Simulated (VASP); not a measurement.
# NbTe8Mo3 (P-3m1) in VASP: notebook

NbTe8Mo3 is run at these levels: PBE; tasks: single point, relaxation of cell and atoms.

Everything below comes from runs of VASP 6.6.1. Logs are shortened: lines on timing, memory, paths and dates and some standing lists are left out, and cuts for length are marked.

## 1. The cell of the first run

It takes space group P-3m1 (No. 164, trigonal). Conventional cell: a = 7.104 Å, b = 7.104 Å, c = 7.710 Å, α = 90.00°, β = 90.00°, γ = 120.00°. Within 3.7 Å of Nb (site symmetry -3m) lie 6 Te at 2.79 Å and 6 Mo at 3.55 Å. Within 3.6 Å of Te (site symmetry 3m) lie 3 Mo at 2.74 Å and 6 Te at 3.55 Å. Te (site symmetry m) has 2 Mo at 2.76 Å and 1 Nb at 2.79 Å and 6 Te at 3.51 to 3.60 Å within 3.6 Å. Mo (site symmetry 2/m) has 6 Te at 2.74 to 2.76 Å and 2 Nb at 3.55 Å and 4 Mo at 3.55 Å within 3.6 Å.

## 2. Single point, PBE

File INCAR:

```
PREC     = Accurate       # precision mode
ENCUT    = 500            # plane-wave cutoff, eV
EDIFF    = 1E-6           # SCF threshold, eV
ISMEAR   = 0              # smearing method
SIGMA    = 0.1            # smearing width, eV
LREAL    = F              # projectors in reciprocal space
LASPH    = T              # aspherical terms in the spheres
NELM     = 120            # most SCF steps
ALGO     = Normal         # electronic algorithm
ISIF     = 2              # what is computed and relaxed
LWAVE    = F              # write WAVECAR
LCHARG   = T              # write CHGCAR
GGA      = PE             # functional
LELF     = T              # ELF
LVHAR    = T            
NBANDS   = 64             # bands
GGA_COMPAT= F
```

File KPOINTS:

```
regular mesh
0
Gamma
  3 3 4
```

File POSCAR:

```
NbTe8Mo3
1.0
    7.1038208129      0.0000000000      0.0000000000
   -3.5519104064      6.1520892879      0.0000000000
    0.0000000000      0.0000000000      7.7099860140
Nb Te Mo
1 8 3
Direct
    0.0000000000      0.0000000000      0.0000000000
    0.3333333333      0.6666666667      0.7635488701
    0.3374779848      0.1687389924      0.7584732503
    0.8312610076      0.6625220152      0.7584732503
    0.8312610076      0.1687389924      0.7584732503
    0.1687389924      0.8312610076      0.2415267497
    0.1687389924      0.3374779848      0.2415267497
    0.6625220152      0.8312610076      0.2415267497
    0.6666666667      0.3333333333      0.2364511299
    0.0000000000      0.5000000000      0.0000000000
    0.5000000000      0.5000000000      0.0000000000
    0.5000000000      0.0000000000      0.0000000000
```

Potentials or basis: VASP PAW PBE potentials, release 64 (Nb_sv, Te, Mo_sv).

On the command line:

```sh
$ cat potpaw_PBE.64/Nb_sv/POTCAR potpaw_PBE.64/Te/POTCAR potpaw_PBE.64/Mo_sv/POTCAR > POTCAR
$ mpirun -np 1 vasp_std > vasp.out
```

OUTCAR:

```text
PREC = Accurate
   ENCUT = 500
   EDIFF = 1E-6
   ISMEAR = 0
   LREAL = F
   LASPH = T
   NELM = 120
   ISIF = 2
   GGA = PE

 ion  position               nearest neighbor table
   1  0.000  0.000  0.000-   5 2.79   6 2.79   4 2.79   7 2.79   3 2.79   8 2.79
   2  0.333  0.667  0.764-  12 2.74  10 2.74  11 2.74   3 3.55   4 3.55   5 3.55   5 3.55   3 3.55
                             4 3.55
   3  0.337  0.169  0.758-  12 2.76  11 2.76   1 2.79   5 3.51   4 3.51   2 3.55   2 3.55   5 3.60
                             4 3.60
   4  0.831  0.663  0.758-  10 2.76  11 2.76   1 2.79   5 3.51   3 3.51   2 3.55   2 3.55   5 3.60
                             3 3.60
   5  0.831  0.169  0.758-  10 2.76  12 2.76   1 2.79   4 3.51   3 3.51   2 3.55   2 3.55   4 3.60
                             3 3.60
   6  0.169  0.831  0.242-  10 2.76  12 2.76   1 2.79   7 3.51   8 3.51   9 3.55   9 3.55   7 3.60
                             8 3.60
   7  0.169  0.337  0.242-  10 2.76  11 2.76   1 2.79   6 3.51   8 3.51   9 3.55   9 3.55   6 3.60
                             8 3.60
   8  0.663  0.831  0.242-  12 2.76  11 2.76   1 2.79   6 3.51   7 3.51   9 3.55   9 3.55   6 3.60
                             7 3.60
   9  0.667  0.333  0.236-  12 2.74  10 2.74  11 2.74   8 3.55   7 3.55   6 3.55   6 3.55   8 3.55
                             7 3.55
  10  0.000  0.500  0.000-   2 2.74   9 2.74   7 2.76   4 2.76   5 2.76   6 2.76
  11  0.500  0.500  0.000-   2 2.74   9 2.74   8 2.76   3 2.76   4 2.76   7 2.76
  12  0.500  0.000  0.000-   2 2.74   9 2.74   8 2.76   3 2.76   5 2.76   6 2.76

  LATTYP: Found a hexagonal cell.
 ALAT       =     7.1038208129
 C/A-ratio  =     1.0853294610

  Lattice vectors:

 A1 = (   7.1038208129,   0.0000000000,   0.0000000000)
 A2 = (  -3.5519104064,   6.1520892879,   0.0000000000)
 A3 = (   0.0000000000,   0.0000000000,   7.7099860140)

Analysis of symmetry for initial positions (statically):
=====================================================================
 Subroutine PRICEL returns:
 Original cell was already a primitive cell.

 Routine SETGRP: Setting up the symmetry group for a
 hexagonal supercell.

 Subroutine GETGRP returns: Found 12 space group operations
 (whereof 12 operations were pure point group operations)
 out of a pool of 24 trial point group operations.

The static configuration has the point symmetry D_3d.

Analysis of symmetry for dynamics (positions and initial velocities):
=====================================================================
 Subroutine PRICEL returns:
 Original cell was already a primitive cell.

 Routine SETGRP: Setting up the symmetry group for a
 hexagonal supercell.

 Subroutine GETGRP returns: Found 12 space group operations
 (whereof 12 operations were pure point group operations)
 out of a pool of 24 trial point group operations.

The dynamic configuration has the point symmetry D_3d.

 Subroutine INISYM returns: Found 12 space group operations
 (whereof 12 operations are pure point group operations),
 and found     1 'primitive' translations

----------------------------------------------------------------------------------------

                                     Primitive cell

  volume of cell :     336.9521

  direct lattice vectors                    reciprocal lattice vectors
     7.103820813  0.000000000  0.000000000     0.140769316  0.081273203  0.000000000
    -3.551910406  6.152089288  0.000000000     0.000000000  0.162546405  0.000000000
     0.000000000  0.000000000  7.709986014     0.000000000  0.000000000  0.129701921

  length of vectors
     7.103820813  7.103820813  7.709986014     0.162546405  0.162546405  0.129701921

  position of ions in fractional coordinates (direct lattice)
     0.000000000  0.000000000  0.000000000
     0.333333333  0.666666667  0.763548870
     0.337477985  0.168738992  0.758473250
     0.831261008  0.662522015  0.758473250
     0.831261008  0.168738992  0.758473250
     0.168738992  0.831261008  0.241526750
     0.168738992  0.337477985  0.241526750
[... 53 lines left out ...]
   EFERMI_NEDOS =   21; number of points for ismear=-14 and -15
   IALGO  =     38    algorithm
   IMIX   =      4    mixing-type and parameters
     AMIX     =   0.40;   BMIX     =  1.00
     AMIX_MAG =   1.60;   BMIX_MAG =  1.00
  volume/ion in A,a.u.               =      28.08       189.49
  Fermi-wavevector in a.u.,A,eV,Ry     =   1.102803  2.083995 16.547050  1.216174
  Thomas-Fermi vector in A             =   2.239251
   LORBIT       =      0    0 simple, 1 ext, 2 COOP (PROOUT), +10 PAW based schemes
   GGA     = PE    functional components
   LHFCALC =     F    Hartree Fock is set to
   AEXX    =    0.0000 exact exchange contribution
   IVDW    =     0    specifies the selected vdW correction
   LEPSILON=     F    determine dielectric tensor
   LRPA    =     F    only Hartree local field effects (RPA)
 non-spin polarized calculation
 Gauss-broadening in eV      SIGMA  =   0.10
  energy-cutoff  :      500.00
  volume of cell :      336.95
 maximum number of plane-waves:      8568
 NGX is ok and might be reduce to    54
   NGX = 25   NGY = 25   NGZ = 29

 number of electron     102.9999988 magnetization

 Free energy of the ion-electron system (eV)
  ---------------------------------------------------
  ext. energy  EPLUGINS =         0.00000000
  ---------------------------------------------------
  free energy    TOTEN  =       -70.47812391 eV

  energy without entropy =      -70.44093086  energy(sigma->0) =      -70.45952738

 E-fermi :   7.0541     XC(G=0):  -9.7484

 val. band max:        7.0409395645   @ k =   0.3333  -0.0000   0.0000
 cond. band min:       7.0616142025   @ k =   0.3333  -0.0000   0.2500
 fundamental gap:      0.0206746380
 Fermi energy:         7.0541245995

 k-point     1 :       0.0000    0.0000    0.0000
  band No.  band energies     occupation
      1     -54.0497      2.00000
      2     -54.0434      2.00000
      3     -54.0434      2.00000
      4     -48.2161      2.00000
      5     -28.2830      2.00000
      6     -28.2041      2.00000
[... 649 lines left out ...]
     62       9.0786      0.00000
     63       9.0786      0.00000
 [bands above 63 left out]

------------------------ aborting loop because EDIFF is reached ----------------------------------------

  FORCE on cell =-STRESS in cart. coord.  units (eV):
  Direction    XX          YY          ZZ          XY          YZ          ZX
  --------------------------------------------------------------------------------------
  -------------------------------------------------------------------------------------
  Total        0.0496809      0.0496809      0.5422205      0.0000000      0.0000000      0.0000000
  in kB        0.2362281      0.2362281      2.5782102      0.0000000      0.0000000      0.0000000
  external PRESSURE =       1.0168888 kB  Pullay stress =       0.0000000 kB

 VOLUME and BASIS-vectors are now :
 -----------------------------------------------------------------------------
  energy-cutoff  :      500.00
  volume of cell :      336.95
      direct lattice vectors                 reciprocal lattice vectors
     7.103820813  0.000000000  0.000000000     0.140769316  0.081273203  0.000000000
    -3.551910406  6.152089288  0.000000000     0.000000000  0.162546405  0.000000000
     0.000000000  0.000000000  7.709986014     0.000000000  0.000000000  0.129701921

 POSITION                                       TOTAL-FORCE (eV/Angst)
 -----------------------------------------------------------------------------------
      0.00000      0.00000      0.00000        -0.000000     -0.000000      0.000000
     -0.00000      4.10139      5.88695        -0.000000     -0.000000     -0.034925
      1.79804      1.03810      5.84782        -0.004788     -0.002765     -0.024055
      3.55191      4.07589      5.84782         0.000000      0.005529     -0.024055
      5.30578      1.03810      5.84782         0.004788     -0.002765     -0.024055
     -1.75387      5.11399      1.86217        -0.004788      0.002765      0.024055
      0.00000      2.07619      1.86217        -0.000000     -0.005529      0.024055
      1.75387      5.11399      1.86217         0.004788      0.002765      0.024055
      3.55191      2.05070      1.82303        -0.000000      0.000000      0.034925
     -1.77596      3.07604      0.00000        -0.000000     -0.000000      0.000000
      1.77596      3.07604      0.00000        -0.000000     -0.000000      0.000000
      3.55191      0.00000      0.00000        -0.000000     -0.000000      0.000000
 -----------------------------------------------------------------------------------
    total drift:                                0.000000     -0.000000      0.000000

  FREE ENERGIE OF THE ION-ELECTRON SYSTEM (eV)
  ---------------------------------------------------
  free  energy   TOTEN  =       -70.4781239072 eV

  energy  without entropy=      -70.4409308592  energy(sigma->0) =      -70.45952738
```

It took 3.6 min on 1 thread of AMD EPYC 9R45 (Zen 5), shared host; peak memory 0.47 GiB.

What came out:

- Free energy: -70.4781 eV
- Pressure: 0.1 GPa
- Largest force: 0.035 eV/Å
- Band gap on the k mesh: zero (an odd number of electrons rules out a gap without spin polarisation)

Forces on the atoms (eV/Å):
```
Nb   0.000  0.000  0.000
Te   0.000  0.000 -0.035
Te  -0.005 -0.003 -0.024
Te   0.000  0.006 -0.024
Te   0.005 -0.003 -0.024
Te  -0.005  0.003  0.024
Te   0.000 -0.006  0.024
Te   0.005  0.003  0.024
Te   0.000  0.000  0.035
Mo   0.000  0.000  0.000
Mo   0.000  0.000  0.000
Mo   0.000  0.000  0.000
```

Stress tensor (GPa, compression positive):
```
0.02 0.00 0.00
0.00 0.02 0.00
0.00 0.00 0.26
```

Levels at points of the mesh, in eV from the Fermi level:
```csv
k point,band 48,band 49,band 50,band 51,band 52,band 53,band 54,band 55,band 56,band 57
"(0.00, 0.00, 0.00)",-0.53,-0.53,-0.53,-0.36,-0.36,0.82,1.04,1.04,1.45,1.45
"(0.00, 0.00, 0.50)",-0.43,-0.43,-0.42,-0.36,-0.36,0.82,1.06,1.06,1.44,1.44
```

Caveat: spin-orbit coupling is left out, which moves the levels of the heavy elements; this functional lacks dispersion, which binds the layers, so the pressure and a relaxed spacing across them are unreliable.

## 3. Single point, PBE

This run uses another cell than the first one, of 28.89 Å³/atom.

File INCAR:

```
SYSTEM = NbTe8Mo3
PREC     = Accurate       ! precision mode
ENCUT    = 500            ! plane-wave cutoff, eV
EDIFF    = 1E-6           ! SCF threshold, eV
ISMEAR   = 0              ! smearing method
SIGMA    = 0.1            ! smearing width, eV
LREAL    = .FALSE.        ! projectors in reciprocal space
LASPH    = .TRUE.         ! aspherical terms in the spheres
NELM     = 120            ! most SCF steps
ALGO     = Normal         ! electronic algorithm
ISIF     = 2              ! what is computed and relaxed
LWAVE    = .FALSE.        ! write WAVECAR
LCHARG   = .TRUE.         ! write CHGCAR
GGA      = PE             ! functional
LELF     = .TRUE.         ! ELF
LVHAR    = .TRUE.       
NBANDS   = 64             ! bands
GGA_COMPAT= .FALSE.
```

File KPOINTS:

```
Automatic mesh
0
G
  3 3 4
  0 0 0
```

File POSCAR:

```
NbTe8Mo3
1.0
    7.4692677800      0.0000000000      0.0000000000
   -3.7346338900      6.4685756500      0.0000000000
    0.0000000000      0.0000000000      7.1754914700
Nb Te Mo
1 8 3
Direct
    0.0000000000      0.0000000000      0.0000000000
    0.3333333300      0.6666666700      0.7456322300
    0.3333333300      0.1666666700      0.7456322300
    0.8333333300      0.6666666700      0.7456322300
    0.8333333300      0.1666666700      0.7456322300
    0.1666666700      0.8333333300      0.2543677700
    0.1666666700      0.3333333300      0.2543677700
    0.6666666700      0.8333333300      0.2543677700
    0.6666666700      0.3333333300      0.2543677700
    0.0000000000      0.5000000000      0.0000000000
    0.5000000000      0.5000000000      0.0000000000
    0.5000000000      0.0000000000      0.0000000000
```

Potentials or basis: VASP PAW PBE potentials, release 64 (Nb_sv, Te, Mo_sv).

On the command line:

```sh
$ cat potpaw_PBE.64/Nb_sv/POTCAR potpaw_PBE.64/Te/POTCAR potpaw_PBE.64/Mo_sv/POTCAR > POTCAR
$ mpirun -np 1 vasp_std > vasp.out
```

Run time: 3.8 min. Hardware: 1 thread of AMD EPYC 9R45 (Zen 5), shared host; peak memory 0.49 GiB.

Results (log left out):

```
Free energy            : -69.8284 eV
Pressure               : -5.0 GPa
Largest force          : 0.757 eV/Å
Band gap on the k mesh : zero (an odd number of electrons rules out a gap without spin polarisation)
```

Forces on the atoms (eV/Å):
```
Nb   0.000  0.000  0.000
Te   0.000  0.000  0.757
Te   0.209  0.121  0.455
Te   0.000 -0.241  0.455
Te  -0.209  0.121  0.455
Te   0.209 -0.121 -0.455
Te   0.000  0.241 -0.455
Te  -0.209 -0.121 -0.455
Te   0.000  0.000 -0.757
Mo   0.000  0.000  0.000
Mo   0.000  0.000  0.000
Mo   0.000  0.000  0.000
```

Stress tensor (GPa, compression positive):
```
-5.80  0.00  0.00
 0.00 -5.80  0.00
 0.00  0.00 -3.41
```

Levels at points of the mesh, in eV from the Fermi level:
```tsv
k point	band 48	band 49	band 50	band 51	band 52	band 53	band 54	band 55	band 56	band 57
(0.00, 0.00, 0.00)	-0.97	-0.76	-0.73	-0.49	-0.49	0.42	0.64	0.64	0.87	0.87
(0.00, 0.00, 0.50)	-0.70	-0.70	-0.49	-0.49	-0.04	0.42	0.64	0.64	0.72	0.72
```

Caveat: the cell stands under tension; spin-orbit coupling is left out, which moves the levels of the heavy elements; this functional lacks dispersion, which binds the layers, so the pressure and a relaxed spacing across them are unreliable.

## 4. Relaxation of cell and atoms, PBE

This run uses another cell than the first one, of 28.89 Å³/atom.

File INCAR:

```
SYSTEM = NbTe8Mo3
ALGO = Normal ; EDIFF = 1E-7
EDIFFG = -0.04 ; ENCUT = 500
GGA = PE ; GGA_COMPAT = .False.
IBRION = 2 ; ISIF = 3
ISMEAR = 0 ; LASPH = .True.
LCHARG = .False. ; LREAL = .False.
LWAVE = .False. ; NELM = 120
NELMIN = 4 ; NSW = 90
PREC = Accurate ; SIGMA = 0.1
```

File KPOINTS:

```
k-points
0
Gamma
  3 3 4
  0 0 0
```

POSCAR is that of step 3.

On the command line:

```sh
$ cat potpaw_PBE.64/Nb_sv/POTCAR potpaw_PBE.64/Te/POTCAR potpaw_PBE.64/Mo_sv/POTCAR > POTCAR
$ mpirun -np 1 vasp_std > vasp.out
```

Wall time 44 min (1 thread of AMD EPYC 9R45 (Zen 5), shared host); peak memory 0.51 GiB.

The run converged. Its results:

```
Free energy                           : -70.4780 eV
Relaxed volume                        : 27.96 Å³/atom
Relaxed cell                          : a = 7.094 Å, b = 7.094 Å, c = 7.697 Å, α = 90.00°, β = 90.00°, γ = 120.00°
Space group after relaxing (to 0.1 Å) : P-3m1 (No. 164)
Energy gained by relaxing             : 54.1 meV/atom
Ionic steps                           : 17
Pressure after relaxing               : 0.0 GPa
Largest force after relaxing          : 0.036 eV/Å
Band gap on the k mesh                : zero (an odd number of electrons rules out a gap without spin polarisation)
```

Forces in eV/Å, atoms in the order of the input:
```
Nb   0.000  0.000  0.000
Te   0.000  0.000  0.036
Te   0.014  0.008  0.004
Te   0.000 -0.016  0.004
Te  -0.014  0.008  0.004
Te   0.014 -0.008 -0.004
Te   0.000  0.016 -0.004
Te  -0.014 -0.008 -0.004
Te   0.000  0.000 -0.036
Mo   0.000  0.000  0.000
Mo   0.000  0.000  0.000
Mo   0.000  0.000  0.000
```

Step by step:
```csv
step,energy change (eV),largest force (eV/Å),pressure (GPa),volume (Å³)
1,0.0000,0.7566,-5.01,346.69
2,0.0519,1.3955,7.48,303.28
3,-0.4289,0.4227,0.19,324.42
4,-0.5644,0.1472,0.13,321.33
5,-0.5965,0.1529,0.13,318.87
6,-0.6018,0.1243,0.06,319.83
7,-0.6139,0.1238,-0.12,322.69
8,-0.6217,0.1916,-0.43,328.44
9,-0.6244,0.1695,-0.30,328.50
10,-0.6294,0.2511,0.08,328.67
11,-0.6255,0.4187,0.87,329.01
12,-0.6302,0.3000,0.30,328.77
13,-0.6344,0.2583,0.26,329.54
14,-0.6439,0.1343,0.14,331.83
15,-0.6486,0.1073,-0.06,336.40
16,-0.6492,0.0444,-0.01,335.20
17,-0.6496,0.0356,0.05,335.48
```

Final structure:
```
Nb Te Mo
1.0
     7.09443    0.00000    0.00000
    -3.54722    6.14396    0.00000
     0.00000    0.00000    7.69653
Nb Te Mo
1 8 3
Cartesian
  0.0000 0.0000 0.0000
  0.0000 4.0960 5.8653
  1.7939 1.0357 5.8302
  3.5472 4.0726 5.8302
  5.3006 1.0357 5.8302
  -1.7534 5.1083 1.8663
  0.0000 2.0714 1.8663
  1.7534 5.1083 1.8663
  3.5472 2.0480 1.8312
  -1.7736 3.0720 0.0000
  1.7736 3.0720 0.0000
  3.5472 0.0000 0.0000
```

Levels at points of the mesh, in eV from the Fermi level:
```
           k point  band 50  band 51  band 52  band 53  band 54  band 55
(0.00, 0.00, 0.00)    -0.52    -0.35    -0.35     0.84     1.05     1.05
(0.00, 0.00, 0.50)    -0.40    -0.35    -0.35     0.84     1.07     1.07
```

Caveat: spin-orbit coupling is left out, which moves the levels of the heavy elements; this functional lacks dispersion, which binds the layers, so the pressure and a relaxed spacing across them are unreliable.

## 5. Summary

```tsv
task	cell	gap on the mesh (eV)	pressure (GPa)	largest force (eV/Å)
single point	a = 7.104, b = 7.104, c = 7.710 Å, angles 90.0, 90.0, 120.0°, 12 atoms, atomic positions A	none	0.1	0.03
single point	a = 7.469, b = 7.469, c = 7.175 Å, angles 90.0, 90.0, 120.0°, 12 atoms, atomic positions B	none	-5.0	0.76
relaxation of cell and atoms	relaxed from a = 7.469, b = 7.469, c = 7.175 Å, angles 90.0, 90.0, 120.0°, 12 atoms, atomic positions B	none	0.0	0.04
```

Alike in all rows: level PBE; potentials or basis VASP PAW PBE potentials, release 64 (Nb_sv, Te, Mo_sv); no spin polarisation; k mesh 3 × 3 × 4; cutoff (eV) 500; smearing gaussian 0.1 eV.

Caveats: spin-orbit coupling is left out, which moves the levels of the heavy elements; this functional lacks dispersion, which binds the layers, so the pressure and a relaxed spacing across them are unreliable; the cell stands under tension (at least some runs).

Absolute energies hang on the potentials; compare differences alone.
